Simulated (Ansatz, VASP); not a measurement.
# Rh in VASP and in Ansatz

INCAR

```
ALGO = Fast
EDIFF = 1E-6
ENCUT = 520
GGA = PS
ISIF = 2
ISMEAR = 0
LASPH = True
LCHARG = False
LREAL = False
LWAVE = False
NBANDS = 38
NELM = 100
PREC = Accurate
SIGMA = 0.15
```

KPOINTS

```
k-points
0
Gamma
  18 18 6
```

The input POSCAR:

```
Rh
1.0
    2.7737581223      0.0000000000      0.0000000000
   -1.3868790611      2.2320693320      0.0000000000
    0.0000000000      0.0000000000      8.7275109659
Rh
4
Direct
    0.0000000000      0.0000000000      0.0000000000
    0.3333333333      0.6666666667      0.2500000000
    0.0000000000      0.0000000000      0.5000000000
    0.6666666667      0.3333333333      0.7500000000
```

Input for Ansatz:

```yaml
crystal:
  lattice:
    - [2.7737581223, 0.0, 0.0]
    - [-1.3868790611, 2.232069332, 0.0]
    - [0.0, 0.0, 8.7275109659]
  atoms:
    - { symbol: Rh, position: [0.0, 0.0, 0.0] }
    - { symbol: Rh, position: [0.3333333333, 0.6666666667, 0.25] }
    - { symbol: Rh, position: [0.0, 0.0, 0.5] }
    - { symbol: Rh, position: [0.6666666667, 0.3333333333, 0.75] }
basis:
  ecutwfc: 420
kpoints:
  mp_grid: { grid: [18, 18, 6] }
hamiltonian:
  xc: pbesol
  pseudopotentials: { kind: paw, azcp: { folder: soft_1 } }
scf:
  occupations: { method: gaussian, width: 0.15 }
output:
  forces: true
  stress: true
  eigenvalues: true
```

Change from the starting cell: strain +e along x and -e along y +0.0367, strain +e along z and -e/2 along x and y +0.0000.

Alike in both runs: task single point; functional PBEsol; k mesh 18 × 18 × 6; occupations gaussian, width 0.15 eV; no spin polarisation.

```csv
,VASP,Ansatz
version,VASP 6.6.1,Ansatz 0.2.0
potentials or method,"VASP PAW PBE potentials, release 64 (Rh_pv), cutoff 520 eV","scalar-relativistic, plane waves, PAW"
valence electrons in the cell,60,68
```

```csv
,VASP,Ansatz,Ansatz less VASP
gap on the k mesh at the Fermi level (eV),none,none,-
pressure (GPa),1.6,1.7,+0.03
"traceless stress, the component that is largest in VASP (GPa)",12.20,12.23,+0.025
rms of the force components (eV/Å),0.072,0.072,+0.0002
```

VASP's potentials were made for PBE, not for PBEsol, and Ansatz warns of the same on its side. Atom by atom the forces differ by 0.000 eV/Å (rms over components). A gap of «none» marks a metal or a gap that the smearing closes. With one functional, cell and mesh, what is left measures potentials, basis and numerics. VASP's potentials hold 60 valence electrons a cell and Ansatz's 68, so a difference there can come from the potentials and not from the codes.
